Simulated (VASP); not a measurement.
# Al16O in VASP: further runs, part 2 of 2

VASP 6.6.1.

**4. Single point, PBE**

Contents of INCAR:

```
PREC = Accurate
ENCUT = 520
EDIFF = 1E-6
ISMEAR = 0
SIGMA = 0.1
LREAL = Auto
LASPH = T
NELM = 60
ALGO = Normal
ISIF = 2
LWAVE = F
LCHARG = F
LDIPOL = T
IDIPOL = 3
DIPOL = 0.5 0.5 0.317
GGA = PE
NBANDS = 41
```

Contents of KPOINTS:

```
Automatic mesh
0
Gamma
  5 4 1
```

Contents of POSCAR:

```
Al16O
1.0
    5.7135165838      0.0000000000      0.0000000000
    0.0000000000      8.0801326417      0.0000000000
    0.0000000000      0.0000000000     19.7432787023
Al O
16 1
Direct
    0.2500000000      0.2500000000      0.2026005944
    0.2500000000      0.7500000000      0.2026005944
    0.7500000000      0.2500000000      0.2026005944
    0.7500000000      0.7500000000      0.2026005944
    0.0000000000      0.0000000000      0.2749482104
    0.0000000000      0.5000000000      0.2749482104
    0.5000000000      0.0000000000      0.2749482104
    0.5000000000      0.5000000000      0.2749482104
    0.2500000000      0.2500000000      0.3495466405
    0.2500000000      0.7500000000      0.3495466405
    0.7500000000      0.2500000000      0.3495466405
    0.7500000000      0.7500000000      0.3495466405
    0.0000000000      0.0000000000      0.4175232912
    0.0000000000      0.5000000000      0.4175232912
    0.5000000000      0.0000000000      0.4175232912
    0.5000000000      0.5000000000      0.4175232912
    0.0000000000      0.2000000000      0.4095268480
```

Started as:

```console
> cat potpaw_PBE.64/Al/POTCAR potpaw_PBE.64/O/POTCAR > POTCAR
> mpirun -np 1 vasp_std > vasp.out
```

Run time: 15 min. Hardware: 1 thread of Intel Xeon Platinum 8259CL at 2.50GHz (Skylake/Cascade Lake), shared host; peak memory 0.82 GiB.

It converged, with:

| Property | Result |
| --- | --- |
| Free energy | -62.3910 eV |
| Largest force | 5.204 eV/Å |
| Band gap on the k mesh | zero (bands 27 and 28 overlap by 0.55 eV) |

Forces on the atoms (eV/Å):
```
Al   0.026 -0.041  0.281
Al   0.051 -0.067  0.271
Al  -0.026 -0.041  0.281
Al  -0.051 -0.067  0.271
Al   0.000 -0.299 -0.643
Al   0.000 -0.088 -0.095
Al   0.000 -0.072 -0.049
Al   0.000  0.008 -0.234
Al   0.678  0.231 -0.383
Al  -0.011  0.267  0.049
Al  -0.678  0.231 -0.383
Al   0.011  0.267  0.049
Al   0.000 -5.163  0.654
Al   0.000  0.549  0.009
Al   0.000 -0.553  0.029
Al   0.000  0.070 -0.100
O    0.000  4.767 -0.008
```

Levels at points of the mesh, in eV from the Fermi level:
```tsv
k point	band 23	band 24	band 25	band 26	band 27	band 28	band 29	band 30	band 31	band 32
(0.00, 0.00, 0.00)	-1.56	-1.30	-0.79	-0.43	-0.23	-0.08	0.25	0.39	0.84	1.32
(0.00, 0.50, 0.00)	-1.13	-0.98	-0.85	-0.49	-0.40	0.26	0.33	0.35	0.41	0.69
```

**5. Single point, PBE**

Contents of INCAR:

```
SYSTEM = Al16O
PREC = Accurate ; ENCUT = 520
EDIFF = 1E-6 ; ISMEAR = 0
SIGMA = 0.1 ; LREAL = Auto
LASPH = .True. ; NELM = 60
ALGO = Normal ; ISIF = 2
LWAVE = .False. ; LCHARG = .False.
LDIPOL = .True. ; IDIPOL = 3
DIPOL = 0.5 0.5 0.322 ; GGA = PE
NBANDS = 41
```

Contents of KPOINTS:

```
regular mesh
0
Gamma
  5 4 1
  0 0 0
```

POSCAR, as its differences from that of step 4:

```diff
@@ -24,2 +24,2 @@
     0.5000000000      0.5000000000      0.4175232912
-    0.0000000000      0.2000000000      0.4095268480
+    0.0000000000      0.0500000000      0.4992190311
```

Started as:

```console
> cat potpaw_PBE.64/Al/POTCAR potpaw_PBE.64/O/POTCAR > POTCAR
> mpirun -np 1 vasp_std > vasp.out
```

Run time: 17 min. Hardware: 1 thread of Intel Xeon Platinum 8259CL at 2.50GHz (Skylake/Cascade Lake), shared host; peak memory 0.82 GiB.

It converged, with:

* Free energy: -61.0855 eV
* Largest force: 0.284 eV/Å
* Band gap on the k mesh: zero (bands 27 and 28 overlap by 0.67 eV)

Forces in eV/Å, atoms in the order of the input:
```
Al  -0.026  0.032  0.220
Al  -0.039 -0.053  0.233
Al   0.026  0.032  0.220
Al   0.039 -0.053  0.233
Al   0.000  0.049 -0.172
Al   0.000  0.023 -0.247
Al   0.000  0.029 -0.282
Al   0.000  0.010 -0.222
Al   0.048  0.000 -0.120
Al   0.044  0.052 -0.055
Al  -0.048  0.000 -0.120
Al  -0.044  0.052 -0.055
Al   0.000 -0.184 -0.044
Al   0.000 -0.061  0.104
Al   0.000  0.032  0.187
Al   0.000 -0.012  0.033
O    0.000  0.050  0.089
```

Levels at points of the mesh, in eV from the Fermi level:
| k point | band 25 | band 26 | band 27 | band 28 | band 29 | band 30 |
| --- | --- | --- | --- | --- | --- | --- |
| (0.00, 0.00, 0.00) | -0.92 | -0.70 | -0.49 | -0.45 | 0.24 | 0.34 |
| (0.00, 0.50, 0.00) | -0.82 | -0.80 | -0.72 | -0.44 | 0.29 | 0.39 |

**6. Single point, PBE**

Contents of INCAR:

```
SYSTEM = Al16O
PREC = Accurate
ENCUT = 520
EDIFF = 1E-6
ISMEAR = 0
SIGMA = 0.1
LREAL = Auto
LASPH = .True.
NELM = 100
ALGO = Normal
ISIF = 2
LWAVE = .False.
LCHARG = .False.
LDIPOL = .True.
IDIPOL = 3
DIPOL = 0.5 0.5 0.322
GGA = PE
NBANDS = 41
```

Contents of KPOINTS:

```
Automatic mesh
0
Gamma
  5 4 1
  0 0 0
```

POSCAR, as its differences from that of step 5:

```diff
@@ -24,2 +24,2 @@
     0.5000000000      0.5000000000      0.4175232912
-    0.0000000000      0.0500000000      0.4992190311
+    0.0833333333      0.0000000000      0.4980055926
```

Potentials or basis: VASP PAW PBE potentials, release 64 (Al, O).

Started as:

```console
> cat potpaw_PBE.64/Al/POTCAR potpaw_PBE.64/O/POTCAR > POTCAR
> mpirun -np 1 vasp_std > vasp.out
```

OUTCAR:

```text
SYSTEM = Al16O
   PREC = Accurate
   ENCUT = 520
   EDIFF = 1E-6
   ISMEAR = 0
   LREAL = Auto
   LASPH = .True.
   NELM = 100
   ISIF = 2
   GGA = PE

 ion  position               nearest neighbor table
   1  0.250  0.250  0.203-   3 2.86   3 2.86   6 2.86   7 2.86   8 2.86   5 2.86   9 2.90
   2  0.250  0.750  0.203-   4 2.86   4 2.86   6 2.86   7 2.86   8 2.86   5 2.86  10 2.90
   3  0.750  0.250  0.203-   1 2.86   1 2.86   6 2.86   7 2.86   8 2.86   5 2.86  11 2.90
   4  0.750  0.750  0.203-   2 2.86   2 2.86   6 2.86   7 2.86   8 2.86   5 2.86  12 2.90
   5  0.000  0.000  0.275-  13 2.81   7 2.86   7 2.86   4 2.86   1 2.86   2 2.86   3 2.86  11 2.88
[... 621 lines left out ...]
  external PRESSURE =      -9.5859986 kB  Pullay stress =       0.0000000 kB

 VOLUME and BASIS-vectors are now :
 -----------------------------------------------------------------------------
  energy-cutoff  :      520.00
  volume of cell :      911.47
      direct lattice vectors                 reciprocal lattice vectors
     5.713516584  0.000000000  0.000000000     0.175023558  0.000000000  0.000000000
     0.000000000  8.080132642  0.000000000     0.000000000  0.123760345  0.000000000
     0.000000000  0.000000000 19.743278702     0.000000000  0.000000000  0.050650149

 POSITION                                       TOTAL-FORCE (eV/Angst)
 -----------------------------------------------------------------------------------
      1.42838      2.02003      4.00000        -0.028583      0.046019      0.186423
      1.42838      6.06010      4.00000        -0.028583     -0.046019      0.186423
      4.28514      2.02003      4.00000         0.051756      0.023702      0.272877
      4.28514      6.06010      4.00000         0.051756     -0.023702      0.272877
      0.00000      0.00000      5.42838        -0.088442      0.000000     -0.170525
      0.00000      4.04007      5.42838         0.003241      0.000000     -0.254654
[... 9 lines left out ...]
      2.85676      4.04007      8.24328        -0.027644      0.000000      0.039279
      0.47613      0.00000      9.83226         1.054892      0.000000      0.086008
 -----------------------------------------------------------------------------------
    total drift:                               -0.000666      0.000000     -0.001092

  FREE ENERGIE OF THE ION-ELECTRON SYSTEM (eV)
  ---------------------------------------------------
  free  energy   TOTEN  =       -61.3133234059 eV

  energy  without entropy=      -61.2884158570  energy(sigma->0) =      -61.30086963

 vacuum level on the upper side and lower side of the slab         4.739         3.042
```

It took 16 min on 1 thread of Intel Xeon Platinum 8259CL at 2.50GHz (Skylake/Cascade Lake), shared host; peak memory 0.82 GiB.

What came out:

* Free energy: -61.3133 eV
* Largest force: 1.058 eV/Å
* Band gap on the k mesh: zero (bands 27 and 28 overlap by 0.67 eV)

Forces on the atoms (eV/Å):
```
Al  -0.029  0.046  0.186
Al  -0.029 -0.046  0.186
Al   0.052  0.024  0.273
Al   0.052 -0.024  0.273
Al  -0.088  0.000 -0.171
Al   0.003  0.000 -0.255
Al   0.069  0.000 -0.269
Al   0.002  0.000 -0.220
Al   0.039  0.039 -0.137
Al   0.039 -0.039 -0.137
Al  -0.045 -0.060 -0.047
Al  -0.045  0.060 -0.047
Al  -0.680  0.000 -0.289
Al   0.035  0.000  0.076
Al  -0.402  0.000  0.452
Al  -0.028  0.000  0.039
O    1.055  0.000  0.086
```

Levels at points of the mesh, in eV from the Fermi level:
| k point | band 23 | band 24 | band 25 | band 26 | band 27 | band 28 | band 29 | band 30 | band 31 | band 32 |
| --- | --- | --- | --- | --- | --- | --- | --- | --- | --- | --- |
| (0.00, 0.00, 0.00) | -1.19 | -1.13 | -0.77 | -0.72 | -0.51 | -0.48 | 0.25 | 0.35 | 0.49 | 1.43 |
| (0.00, 0.50, 0.00) | -1.06 | -0.90 | -0.85 | -0.84 | -0.77 | -0.42 | 0.27 | 0.36 | 0.83 | 1.29 |

**7. The runs side by side**

```csv
cell,gap on the mesh (eV),largest force (eV/Å)
"as given, atomic positions A",none,0.41
"as given, atomic positions B",none,2.69
"as given, atomic positions C",none,5.20
"as given, atomic positions D",none,0.28
"as given, atomic positions E",none,1.06
```

Alike in all rows: task single point; level PBE; potentials or basis VASP PAW PBE potentials, release 64 (Al, O); no spin polarisation; k mesh 5 × 4 × 1; cutoff (eV) 520; smearing gaussian 0.1 eV.

Total energies depend on the potentials used, so only differences within one code and one set of settings carry meaning.
